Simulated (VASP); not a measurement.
# TaSi2 (P6/mmm) in VASP: notebook, part 2 of 2

VASP 6.6.1. The steps go on from the part before.

### 4 Single point, PBE

This run uses another cell than the first one, of 14.88 Å³/atom, 1.015 times its volume.

INCAR reads:

```
  PREC = Accurate
  ENCUT = 520
  EDIFF = 1E-6
  ISMEAR = 0
  SIGMA = 0.1
  LREAL = False
  LASPH = True
  NELM = 80
  ALGO = Normal
  ISIF = 2
  LWAVE = False
  LCHARG = False
  GGA = PE
  NBANDS = 16
```

KPOINTS reads:

```
Automatic mesh
0
Gamma
  6 6 6
```

POSCAR reads:

```
TaSi2
1.0
    4.4124382574      0.0000000000      0.0000000000
   -2.2062191287      3.8212836235      0.0000000000
    0.0000000000      0.0000000000      2.6483910724
Ta Si
1 2
Direct
    0.0000000000      0.0000000000      0.5000000000
    0.3333333333      0.6666666667      0.0000000000
    0.6666666667      0.3333333333      0.0000000000
```

Potentials or basis: VASP PAW PBE potentials, release 64 (Ta_pv, Si).

Launch:

```
cat potpaw_PBE.64/Ta_pv/POTCAR potpaw_PBE.64/Si/POTCAR > POTCAR
mpirun -np 1 vasp_std > vasp.out
```

OUTCAR:

```text
PREC = Accurate
   ENCUT = 520
   EDIFF = 1E-6
   ISMEAR = 0
   LREAL = False
   LASPH = True
   NELM = 80
   ISIF = 2
   GGA = PE

 ion  position               nearest neighbor table
   1  0.000  0.000  0.500-   2 2.87   3 2.87   2 2.87   3 2.87   2 2.87   2 2.87   3 2.87   3 2.87
                             3 2.87   3 2.87   2 2.87   2 2.87
   2  0.333  0.667  0.000-   3 2.55   3 2.55   3 2.55   1 2.87   1 2.87   1 2.87   1 2.87   1 2.87
                             1 2.87
   3  0.667  0.333  0.000-   2 2.55   2 2.55   2 2.55   1 2.87   1 2.87   1 2.87   1 2.87   1 2.87
                             1 2.87

  LATTYP: Found a hexagonal cell.
[... 648 lines left out ...]

 [... further k-points ...]
[... 5 lines left out ...]
  --------------------------------------------------------------------------------------
  -------------------------------------------------------------------------------------
  Total        0.0190108      0.0190108      0.0668602      0.0000000     -0.0000000      0.0000000
  in kB        0.6820875      0.6820875      2.3988780      0.0000000     -0.0000000      0.0000000
  external PRESSURE =       1.2543510 kB  Pullay stress =       0.0000000 kB

 VOLUME and BASIS-vectors are now :
 -----------------------------------------------------------------------------
  energy-cutoff  :      520.00
  volume of cell :       44.65
      direct lattice vectors                 reciprocal lattice vectors
     4.412438257  0.000000000  0.000000000     0.226632066  0.130846085  0.000000000
    -2.206219129  3.821283623  0.000000000     0.000000000  0.261692169  0.000000000
     0.000000000  0.000000000  2.648391072     0.000000000  0.000000000  0.377587740

 POSITION                                       TOTAL-FORCE (eV/Angst)
 -----------------------------------------------------------------------------------
      0.00000      0.00000      1.32420        -0.000000      0.000000      0.000000
     -0.00000      2.54752      0.00000         0.000000     -0.000000      0.000000
      2.20622      1.27376      0.00000         0.000000      0.000000      0.000000
 -----------------------------------------------------------------------------------
    total drift:                                0.000000     -0.000000     -0.000000

  FREE ENERGIE OF THE ION-ELECTRON SYSTEM (eV)
  ---------------------------------------------------
  free  energy   TOTEN  =       -22.5474306225 eV

  energy  without entropy=      -22.5354303643  energy(sigma->0) =      -22.54143049
```

OSZICAR:

```text
N       E                     dE             d eps       ncg     rms          rms(c)
DAV:   1     0.831707229296E+02    0.83171E+02   -0.94842E+03   896   0.108E+03
DAV:   2    -0.213111488674E+02   -0.10448E+03   -0.10199E+03  1192   0.262E+02
DAV:   3    -0.233299438557E+02   -0.20188E+01   -0.20115E+01  1144   0.325E+01
DAV:   4    -0.233427750607E+02   -0.12831E-01   -0.12830E-01  1120   0.301E+00
DAV:   5    -0.233429349329E+02   -0.15987E-03   -0.15987E-03  1144   0.309E-01    0.159E+01
DAV:   6    -0.226512795651E+02    0.69166E+00   -0.22620E+00  1096   0.994E+00    0.745E+00
DAV:   7    -0.225662053664E+02    0.85074E-01   -0.17740E-01  1008   0.275E+00    0.345E+00
DAV:   8    -0.225478959088E+02    0.18309E-01   -0.46349E-02  1040   0.150E+00    0.371E-01
DAV:   9    -0.225474676877E+02    0.42822E-03   -0.15923E-03  1088   0.301E-01    0.197E-01
DAV:  10    -0.225474356231E+02    0.32065E-04   -0.26668E-04  1072   0.126E-01    0.371E-02
DAV:  11    -0.225474297549E+02    0.58682E-05   -0.24463E-05  1104   0.347E-02    0.189E-02
DAV:  12    -0.225474306225E+02   -0.86756E-06   -0.82019E-07   576   0.770E-03
   1 F= -.22547431E+02 E0= -.22541430E+02  d E =-.120003E-01
```

Wall time 12 s (1 thread of Intel Xeon Platinum 8488C (Sapphire Rapids), shared host); peak memory 0.17 GiB.

Results:

| Item | Value |
| --- | --- |
| Free energy | -22.5474 eV |
| Pressure | 0.1 GPa |

Stress tensor (GPa, compression positive):
```
0.07 0.00 0.00
0.00 0.07 0.00
0.00 0.00 0.24
```

Levels at points of the mesh, in eV from the Fermi level:
```tsv
k point	band 7	band 8	band 9	band 10	band 11	band 12
(0.00, 0.00, 0.00)	-5.22	-3.64	-0.94	-0.94	3.73	3.73
(0.50, 0.00, 0.00)	-5.32	-2.03	-1.49	2.75	3.03	3.22
(0.00, 0.00, 0.50)	-3.80	-1.44	-1.44	-1.12	-1.12	-0.99
(0.50, 0.00, 0.50)	-5.17	-5.08	0.10	0.70	0.97	1.71
```

Caveat: the k points lie up to 0.40 Å⁻¹ apart; spin-orbit coupling is left out, which moves the levels of the heavy elements.

### 5 Relaxation of cell and atoms, PBE

This run uses another cell than the first one, of 18.54 Å³/atom, 1.264 times its volume.

INCAR reads:

```
SYSTEM = TaSi2
PREC = Accurate
ENCUT = 600
EDIFF = 1E-6
ISMEAR = 0
SIGMA = 0.1
LREAL = .FALSE.
LASPH = .TRUE.
NELM = 100
ALGO = Normal
ISIF = 3
LWAVE = .FALSE.
LCHARG = .FALSE.
GGA = PE
IBRION = 2
NSW = 90
EDIFFG = -0.04
```

KPOINTS reads:

```
Automatic mesh
0
G
  6 6 4
  0 0 0
```

POSCAR reads:

```
TaSi2
1.0
    3.1162687500      0.0000000000      0.0000000000
   -1.5581343700      2.6987679000      0.0000000000
    0.0000000000      0.0000000000      6.6151951800
Ta Si
1 2
Direct
    0.0000000000      0.0000000000      0.5000000000
    0.3333333300      0.6666666700      0.0000000000
    0.6666666700      0.3333333300      0.0000000000
```

Launch:

```
cat potpaw_PBE.64/Ta_pv/POTCAR potpaw_PBE.64/Si/POTCAR > POTCAR
mpirun -np 1 vasp_std > vasp.out
```

Wall time 4.2 min (1 thread of Intel Xeon Platinum 8488C (Sapphire Rapids), shared host); peak memory 0.22 GiB.

Results (log left out):

- Free energy: -22.5902 eV
- Relaxed volume: 14.65 Å³/atom
- Relaxed cell: a = 4.326 Å, b = 4.326 Å, c = 2.711 Å, α = 90.00°, β = 90.00°, γ = 120.00°
- Space group after relaxing (to 0.05 Å): P6/mmm (No. 191)
- Energy gained by relaxing: 3783.4 meV/atom
- Ionic steps: 19
- Pressure after relaxing: 0.2 GPa

Stress tensor (GPa, compression positive):
```
 0.43  0.00  0.00
 0.00  0.43  0.00
 0.00  0.00 -0.20
```

The path:
```tsv
step	energy change (eV)	largest force (eV/Å)	pressure (GPa)	volume (Å³)
1	0.0000	0.0000	64.44	55.63
2	-1.2480	0.0000	-12.32	126.71
3	-5.4317	0.0000	-11.47	81.70
4	-5.5571	0.0000	-8.98	78.81
5	-5.5907	0.0000	-5.86	76.06
6	-5.5919	0.0000	-6.39	76.49
7	-6.4629	0.0000	-7.38	68.56
8	-7.6618	0.0000	-7.36	59.27
9	-9.8738	0.0000	26.61	40.39
10	-9.7168	0.0000	5.63	45.84
11	-9.9517	0.0000	16.40	42.48
12	-10.2749	0.0000	13.74	42.48
13	-10.4031	0.0000	11.95	42.22
14	-11.2001	0.0000	14.58	40.92
15	-11.3440	0.0000	-2.70	44.54
16	-11.3483	0.0000	-0.04	43.99
17	-11.3483	0.0000	0.21	43.93
18	-11.3483	0.0000	0.45	43.87
19	-11.3502	0.0000	0.22	43.94
```

Final structure:
```
Ta Si
1.0
     4.32626    0.00000    0.00000
    -2.16313    3.74665    0.00000
     0.00000    0.00000    2.71086
Ta Si
1 2
Direct
  0.00000 0.00000 0.50000
  0.33333 0.66667 0.00000
  0.66667 0.33333 0.00000
```

Levels at points of the mesh, in eV from the Fermi level:
```
           k point  band 7  band 8  band 9  band 10  band 11  band 12
(0.00, 0.00, 0.00)   -4.70   -3.56   -0.73    -0.73     3.33     3.33
(0.50, 0.00, 0.00)   -5.25   -1.73   -1.26     2.09     3.11     3.58
(0.00, 0.00, 0.50)   -3.80   -1.66   -1.66    -1.23    -1.23    -0.59
(0.50, 0.00, 0.50)   -5.23   -5.22    0.16     0.58     0.99     2.23
```

Caveat: the k points lie up to 0.58 Å⁻¹ apart in the final cell; the volume moved by over 15 % at a fixed basis, so the end points are rough; spin-orbit coupling is left out, which moves the levels of the heavy elements.

### 6 The runs side by side

```csv
task,cell,k mesh,cutoff (eV),gap on the mesh (eV),pressure (GPa)
single point,"a = 4.331, b = 4.331, c = 2.709 Å, angles 90.0, 90.0, 120.0°, 3 atoms",6 × 6 × 4,520,none,0.2
single point,"a = 3.116, b = 3.116, c = 6.615 Å, angles 90.0, 90.0, 120.0°, 3 atoms",6 × 6 × 4,520,none,64.4
single point,"a = 4.412, b = 4.412, c = 2.648 Å, angles 90.0, 90.0, 120.0°, 3 atoms",6 × 6 × 6,520,none,0.1
relaxation of cell and atoms,"relaxed from a = 3.116, b = 3.116, c = 6.615 Å, angles 90.0, 90.0, 120.0°, 3 atoms",6 × 6 × 4,600,none,0.2
```

Alike in all rows: level PBE; potentials or basis VASP PAW PBE potentials, release 64 (Ta_pv, Si); no spin polarisation; smearing gaussian 0.1 eV.

Caveats: all runs use coarse meshes; spin-orbit coupling is left out, which moves the levels of the heavy elements; the volume moved by over 15 % at a fixed basis, so the end points are rough (some runs).

Total energies depend on the potentials used, so only differences within one code and one set of settings carry meaning.
